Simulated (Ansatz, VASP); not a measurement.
# Two plane-wave programs on HfB

File INCAR:

```
SYSTEM = HfB
PREC = Accurate ; ENCUT = 520
EDIFF = 1E-6 ; ISMEAR = 0
SIGMA = 0.15 ; LREAL = .FALSE.
LASPH = .TRUE. ; NELM = 100
ALGO = Normal ; ISIF = 2
LWAVE = .FALSE. ; LCHARG = .FALSE.
GGA = PS ; NBANDS = 14
```

File KPOINTS:

```
regular mesh
0
G
  18 18 18
  0 0 0
```

File POSCAR:

```
HfB
1.0
    0.0000000000      2.3244375000      2.3244375000
    2.3100000000      0.0144375000      2.3100000000
    2.3100000000      2.3100000000      0.0144375000
Hf B
1 1
Direct
    0.5000000000      0.5000000000      0.5000000000
    0.0000000000      0.0000000000      0.0000000000
```

Input for Ansatz:

```yaml
crystal:
  lattice:
    - [0.0, 2.3244375, 2.3244375]
    - [2.31, 0.0144375, 2.31]
    - [2.31, 2.31, 0.0144375]
  atoms:
    - { symbol: Hf, position: [0.5, 0.5, 0.5] }
    - { symbol: B, position: [0.0, 0.0, 0.0] }
basis:
  ecutwfc: 420
kpoints:
  mp_grid: { grid: [18, 18, 18] }
hamiltonian:
  xc: pbesol
scf:
  occupations: { method: gaussian, width: 0.15 }
output:
  forces: true
  stress: true
  eigenvalues: true
```

Change from the starting cell: strain +0.0125 x Voigt [0, 0, 0, 1, 0, 0], atoms carried along.

Alike in both runs: task single point; functional PBEsol; k mesh 18 × 18 × 18; occupations gaussian, width 0.15 eV; no spin polarisation.

|  | VASP | Ansatz |
| --- | --- | --- |
| version | VASP 6.6.1 | Ansatz 0.2.0 |
| potentials or method | VASP PAW PBE potentials, release 64 (Hf_pv, B), cutoff 520 eV | scalar-relativistic, plane waves, PAW |
| valence electrons in the cell | 13 | 29 |

```csv
,VASP,Ansatz,Ansatz less VASP
gap on the k mesh at the Fermi level (eV),none,none,-
pressure (GPa),24.6,23.5,-1.09
"traceless stress, the component that is largest in VASP (GPa)",-0.74,-0.78,-0.039
```

VASP's potentials were made for PBE, not for PBEsol. A gap of «none» marks a metal or a gap that the smearing closes. VASP's potentials hold 13 valence electrons a cell and Ansatz's 29, so a difference there can come from the potentials and not from the codes.

Neither program's run includes spin-orbit coupling.
